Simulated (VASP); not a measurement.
ZnO: relaxation of shape and atoms at fixed volume with PBE

ZnO:

```
Zn O
1.0
     3.25743    0.00000    0.00000
    -1.62871    2.82102    0.00000
     0.00000    0.00000    5.25793
Zn O
2 2
Cartesian
  0.0000 1.8807 0.0079
  1.6287 0.9403 2.6369
  0.0000 1.8807 2.0011
  1.6287 0.9403 4.6301
```

```
Program                : VASP 6.6.1
Task                   : relaxation of shape and atoms at fixed volume
Functional             : PBE
Potentials or basis    : VASP PAW PBE potentials, release 64 (Zn, O)
Cutoff                 : 600 eV
k mesh                 : 12 × 12 × 8
Occupations            : gaussian, width 0.05 eV
Spin                   : no spin polarisation
Dipole correction      : no
Further INCAR settings : ALGO = Normal; EDIFF = 1e-07; IBRION = 2; EDIFFG = -0.01; NSW = 60; ISIF = 4
```

* Pressure after relaxing: 3.6 GPa
* Band gap on the k mesh: 0.76 eV

Final structure:
```cif
data_structure
_symmetry_space_group_name_H-M 'P 1'
_symmetry_Int_Tables_number 1
_cell_length_a 3.2574
_cell_length_b 3.2574
_cell_length_c 5.2579
_cell_angle_alpha 90.000
_cell_angle_beta 90.000
_cell_angle_gamma 120.000
_cell_volume 48.32
loop_
_atom_site_label
_atom_site_type_symbol
_atom_site_fract_x
_atom_site_fract_y
_atom_site_fract_z
_atom_site_occupancy
Zn1 Zn 0.33333 0.66667 0.00151 1
Zn2 Zn 0.66667 0.33333 0.50151 1
O1 O 0.33333 0.66667 0.38059 1
O2 O 0.66667 0.33333 0.88059 1
```

Levels at points of the mesh, in eV from the valence-band top:
```tsv
k point	band 16	band 17	band 18	band 19	band 20	band 21
(0.00, 0.00, 0.00)	-0.08	0.00	0.00	0.76	5.17	8.14
(0.50, 0.00, 0.00)	-2.21	-1.27	-0.82	5.71	6.85	7.55
(0.00, 0.00, 0.50)	-0.38	-0.38	-0.38	3.41	3.41	10.00
(0.50, 0.00, 0.50)	-1.47	-1.35	-1.35	5.68	5.68	8.34
```

Run time: 110 s on 1 thread of Intel(R) Xeon(R) Platinum 8375C CPU @ 2.90GHz (Ice Lake), with other jobs on the host, peak memory 0.24 GiB.

Caveat: the relaxation stopped at its first step, so nothing moved. A k mesh can miss the band edges.
